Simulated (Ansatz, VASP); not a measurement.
Two plane-wave programs on Ta3Cu

File INCAR:

```
SYSTEM = Ta3Cu
ALGO = Fast
EDIFF = 1E-6
ENCUT = 520
GGA = PE
ISIF = 2
ISMEAR = -1
LASPH = .TRUE.
LCHARG = .FALSE.
LREAL = .FALSE.
LWAVE = .FALSE.
NBANDS = 30
NELM = 60
PREC = Accurate
SIGMA = 0.05
```

The input KPOINTS:

```
k-points
0
G
  9 9 9
  0 0 0
```

Contents of POSCAR:

```
Ta3Cu
1.0
   -2.0197955131      2.0197955131      4.2360394877
    2.0197955131     -2.0197955131      4.2360394877
    2.0197955131      2.0197955131     -4.2360394877
Ta Cu
3 1
Direct
    0.5000000000      0.5000000000      0.0000000000
    0.2500000000      0.7500000000      0.5000000000
    0.7500000000      0.2500000000      0.5000000000
    0.0000000000      0.0000000000      0.0000000000
```

input.yaml

```yaml
crystal:
  lattice:
    - [-2.0197955131, 2.0197955131, 4.2360394877]
    - [2.0197955131, -2.0197955131, 4.2360394877]
    - [2.0197955131, 2.0197955131, -4.2360394877]
  atoms:
    - { symbol: Ta, position: [0.5, 0.5, 0.0] }
    - { symbol: Ta, position: [0.25, 0.75, 0.5] }
    - { symbol: Ta, position: [0.75, 0.25, 0.5] }
    - { symbol: Cu, position: [0.0, 0.0, 0.0] }
hamiltonian:
  xc: pbe
  pseudopotentials: { kind: paw }
kpoints:
  mp_grid: { grid: [9, 9, 9] }
scf:
  occupations: { method: fermi_dirac, width: 0.05 }
output:
  forces: true
  stress: true
  eigenvalues: true
```

Alike in both runs: task single point; functional PBE; k mesh 9 × 9 × 9; occupations fermi-dirac, width 0.05 eV; no spin polarisation.

```csv
,VASP,Ansatz
version,VASP 6.6.1,Ansatz 0.2.0
potentials or method,"VASP PAW PBE potentials, release 64 (Ta_pv, Cu)",Ansatz PAW
plane-wave cutoff (eV),520,420
valence electrons in the cell,44,58
```

|  | VASP | Ansatz | Ansatz less VASP |
| --- | --- | --- | --- |
| gap on the k mesh at the Fermi level (eV) | none | none | - |
| pressure (GPa) | -2.8 | -3.0 | -0.17 |
| traceless stress, the component that is largest in VASP (GPa) | -0.27 | -0.17 | +0.104 |

A gap of «none» marks a metal or a gap that the smearing closes. With one functional, cell and mesh, what is left measures potentials, basis and numerics. VASP's potentials hold 44 valence electrons a cell and Ansatz's 58, so a difference there can come from the potentials and not from the codes.

Neither program's run includes spin-orbit coupling.
